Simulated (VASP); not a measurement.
Wanted: the native input for a VASP 6.6.1 run.

```
Task                   : single point
Functional             : PBEsol
Potentials or basis    : VASP PAW PBE potentials, release 64 (Na_pv, H, F)
Cutoff                 : 520 eV
k mesh                 : 9 × 9 × 9
Occupations            : gaussian, width 0.05 eV
Spin                   : no spin polarisation
Dipole correction      : no
Further INCAR settings : ALGO = Normal; EDIFF = 1e-06; NBANDS = 19
```

The structure of NaHF2 lies in POSCAR:

```
NaHF2
1.0
    1.7284452171      0.9979183114      4.6388706988
   -1.7284452171      0.9979183114      4.6388706988
    0.0000000000     -1.9958366228      4.6388706988
Na H F
1 1 2
Direct
    0.0000000000      0.0000000000      0.0000000000
    0.5000000000      0.5000000000      0.5000000000
    0.4100000000      0.4100000000      0.4100000000
    0.5900000000      0.5900000000      0.5900000000
```

One way to write it, as run:

INCAR

```
PREC = Accurate
ENCUT = 520
EDIFF = 1E-6
ISMEAR = 0
SIGMA = 0.05
LREAL = F
LASPH = T
NELM = 60
ALGO = Normal
ISIF = 2
LWAVE = F
LCHARG = F
GGA = PS
NBANDS = 19
```

KPOINTS

```
regular mesh
0
Gamma
  9 9 9
```

Potentials or basis: VASP PAW PBE potentials, release 64 (Na_pv, H, F).

Command:

```console
$ cat potpaw_PBE.64/Na_pv/POTCAR potpaw_PBE.64/H/POTCAR potpaw_PBE.64/F/POTCAR > POTCAR
$ mpirun -np 1 vasp_std > vasp.out
```

Results of the run:

```yaml
Pressure: -4.1 GPa
Largest_force: 2.288 eV/Å
Band_gap_on_the_k_mesh: 6.60 eV, indirect (least direct gap 6.89 eV)
```

Caveat: the PAW data sets were made with another functional, which shifts forces and pressure a little.

Wall time 91 s on 1 thread of Intel(R) Xeon(R) Platinum 8488C (Sapphire Rapids), on a shared host, peak memory 0.26 GiB.
